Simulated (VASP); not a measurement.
Wanted: the native input for a VASP 6.6.1 run.

| Property | Result |
| --- | --- |
| Task | single point |
| Functional | PBE |
| Potentials or basis | VASP PAW PBE potentials, release 64 (Cs_sv, I, Sn_d) |
| Cutoff | 520 eV |
| k mesh | 5 × 5 × 5 |
| Occupations | gaussian, width 0.015 eV |
| Spin | no spin polarisation |
| Dipole correction | no |
| Further INCAR settings | ALGO = Normal; EDIFF = 1e-07; NBANDS = 30 |

The structure of CsSnI3 lies in POSCAR:

```
CsSnI3
1.0
    6.2057000000      0.0000000000      0.0000000000
    0.0000000000      6.2057000000      0.0000000000
    0.0000000000      0.0000000000      6.2057000000
Cs I Sn
1 3 1
Direct
    0.0000000000      0.0000000000      0.0000000000
    0.5000000000      0.5000000000      0.0000000000
    0.5000000000      0.0000000000      0.5000000000
    0.0000000000      0.5000000000      0.5000000000
    0.5000000000      0.5000000000      0.5000000000
```

One way to write it, as run:

INCAR

```
PREC = Accurate ; ENCUT = 520
EDIFF = 1E-7 ; ISMEAR = 0
SIGMA = 0.015 ; LREAL = False
LASPH = True ; NELM = 60
ALGO = Normal ; ISIF = 2
LWAVE = False ; LCHARG = True
GGA = PE ; LELF = True
LVHAR = True ; NBANDS = 30
```

KPOINTS

```
regular mesh
0
Gamma
  5 5 5
```

Potentials or basis: VASP PAW PBE potentials, release 64 (Cs_sv, I, Sn_d).

Command:

```bash
$ cat potpaw_PBE.64/Cs_sv/POTCAR potpaw_PBE.64/I/POTCAR potpaw_PBE.64/Sn_d/POTCAR > POTCAR
$ mpirun -np 1 vasp_std > vasp.out
```

Results of the run:

| Item | Value |
| --- | --- |
| Pressure | 0.5 GPa |
| Band gap on the k mesh | 1.75 eV |

Caveat: spin-orbit coupling is left out, which moves the levels of the heavy elements; an odd mesh through Γ misses points on the zone boundary, where band edges can lie.

Run time: 37 s on 1 thread of Intel(R) Xeon(R) 6975P-C (Granite Rapids), with other jobs on the host, peak memory 0.35 GiB.
